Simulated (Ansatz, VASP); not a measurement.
## PbS in VASP and in Ansatz

```
Pb S
1.0
     0.00000    2.97485    2.97485
     2.97485    0.00000    2.97485
     2.97485    2.97485    0.00000
Pb S
1 1
Direct
  0.00000 0.00000 0.00000
  0.50000 0.50000 0.50000
```

Change from the starting cell: volume scaled by 1.01.

Alike in both runs: task single point; functional PBE; k mesh 8 × 8 × 8; occupations fermi-dirac, width 0.01 eV; no spin polarisation.

|  | VASP | Ansatz |
| --- | --- | --- |
| version | VASP 6.6.1 | Ansatz 0.2.0 |
| potentials or method | VASP PAW PBE potentials, release 64 (Pb_d, S), cutoff 520 eV | all-electron LAPW, scalar-relativistic |

```tsv
	VASP	Ansatz	Ansatz less VASP
gap on the k mesh at the Fermi level (eV)	0.40	0.39	-0.008
pressure (GPa)	1.6	1.7	+0.09
```

Ansatz ran all-electron here, and VASP with PAW potentials.

Neither program's run includes spin-orbit coupling.
